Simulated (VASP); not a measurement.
Crystal: Si2Ge3.

```
CELL_PARAMETERS angstrom
2.78933 0.00000 0.00000
-1.39466 2.41563 0.00000
0.00000 0.00000 13.09670
ATOMIC_POSITIONS crystal
Si 0.00000 0.00000 0.90000
Si 0.00000 0.00000 0.10000
Ge 0.00000 0.00000 0.30000
Ge 0.00000 0.00000 0.50000
Ge 0.00000 0.00000 0.70000
```

```yaml
Program: VASP 6.6.1
Task: relaxation of cell and atoms
Functional: PBE
Potentials_or_basis: VASP PAW PBE potentials, release 64 (Si, Ge_d)
Cutoff: 600 eV
k_mesh: 6 × 6 × 2
Occupations: gaussian, width 0.1 eV
Spin: no spin polarisation
```

At the start: pressure 2.2 GPa; volume 17.65 Å³/atom.

How do energy, volume and symmetry change on relaxing?

Over 9 steps the energy falls by 36.2 meV/atom and the volume is 18.03 Å³/atom (+2.2 %); space group P6/mmm (No. 191, to 0.1 Å) before and after.

The path:
```
step  energy change (eV)  largest force (eV/Å)  pressure (GPa)  volume (Å³)
   1              0.0000                0.4276            2.19        88.25
   2             -0.1297                0.2289           -0.66        91.18
   3             -0.1538                0.2544           -0.08        90.24
   4             -0.1542                0.2521           -0.17        90.34
   5             -0.1646                0.2058           -0.08        90.17
   6             -0.1785                0.0757            0.39        89.65
   7             -0.1802                0.0391           -0.21        90.39
   8             -0.1805                0.0429           -0.06        90.19
   9             -0.1809                0.0091           -0.06        90.16
```

Final structure:
```
CELL_PARAMETERS angstrom
2.75733 0.00000 0.00000
-1.37867 2.38792 0.00000
0.00000 0.00000 13.69368
ATOMIC_POSITIONS crystal
Si 0.00000 0.00000 0.90421
Si 0.00000 0.00000 0.09579
Ge 0.00000 0.00000 0.29441
Ge 0.00000 0.00000 0.50000
Ge 0.00000 0.00000 0.70559
```

Caveat: the k points lie up to 0.44 Å⁻¹ apart in the final cell; the highest band is partly filled, so the run has too few bands.
